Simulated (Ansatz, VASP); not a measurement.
# One calculation of InOsC4N4, two programs

```
CELL_PARAMETERS angstrom
6.12810 0.00000 0.00000
0.00000 6.12810 0.00000
0.00000 0.00000 6.12810
ATOMIC_POSITIONS crystal
In 0.00000 0.00000 0.00000
Os 0.50000 0.50000 0.50000
C 0.20318 0.20318 0.20318
C 0.20318 0.79682 0.79682
C 0.79682 0.20318 0.79682
C 0.79682 0.79682 0.20318
N 0.31415 0.31415 0.31415
N 0.31415 0.68585 0.68585
N 0.68585 0.31415 0.68585
N 0.68585 0.68585 0.31415
```

Alike in both runs: functional PBE; k mesh 4 × 4 × 4; occupations gaussian, width 0.1 eV; collinear spin.

Ansatz relaxed the structure, and its values are those at the end. VASP's run is a single point on that final structure, the one shown.

|  | VASP | Ansatz |
| --- | --- | --- |
| version | VASP 6.6.1 | Ansatz 0.2.0 |
| potentials or method | VASP PAW PBE potentials, release 64 (In_d, Os, C, N), cutoff 520 eV | scalar-relativistic, plane waves, PAW |
| valence electrons in the cell | 57 | 65 |

Ansatz gave:

```
gap on the k mesh at the Fermi level (eV)                     : 0.46
least direct gap on the mesh (eV)                             : 0.82
pressure (GPa)                                                : 0.1
rms of the force components (eV/Å)                            : 0.012
net moment per atom (μB)                                      : 0.30
size of the moment on the site where the two differ most (μB) : 0.96
```

Which values does VASP return?

gap on the k mesh at the Fermi level (eV): 0.46; least direct gap on the mesh (eV): 0.82; pressure (GPa): 0.5; rms of the force components (eV/Å): 0.120; net moment per atom (μB): 0.30; size of the moment on the site where the two differ most (μB): 1.72.

Site moments also hang on the region over which each program counts them. VASP's potentials hold 57 valence electrons a cell and Ansatz's 65, so a difference there can come from the potentials and not from the codes.

Neither program's run includes spin-orbit coupling. Noted on VASP's run: the standard files for N, O and F lose accuracy on very short bonds.
